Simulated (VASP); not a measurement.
Input of a VASP 6.6.1 run:

File INCAR:

```
ALGO     = Normal         # electronic algorithm
EDIFF    = 1E-6           # SCF threshold, eV
ENCUT    = 520            # plane-wave cutoff, eV
GGA      = PE             # functional
ISIF     = 2              # what is computed and relaxed
ISMEAR   = -1             # smearing method
LASPH    = True           # aspherical terms in the spheres
LCHARG   = True           # write CHGCAR
LELF     = True           # ELF
LREAL    = False          # projectors in reciprocal space
LVHAR    = True         
LWAVE    = False          # write WAVECAR
NBANDS   = 10             # bands
NELM     = 60             # most SCF steps
PREC     = Accurate       # precision mode
SIGMA    = 0.08           # smearing width, eV
```

KPOINTS

```
k-points
0
Gamma
  10 10 10
```

The input POSCAR:

```
Rb
1.0
    0.0000000000      2.8359004032      2.8359004032
    2.8359004032      0.0000000000      2.8359004032
    2.8359004032      2.8359004032      0.0000000000
Rb
1
Direct
    0.0000000000      0.0000000000      0.0000000000
```

Potentials or basis: VASP PAW PBE potentials, release 64 (Rb_sv).

Run with:

```console
$ cat potpaw_PBE.64/Rb_sv/POTCAR > POTCAR
$ mpirun -np 1 vasp_std > vasp.out
```

(1) Predict the pressure.

Answers

(1) 6.4 GPa.
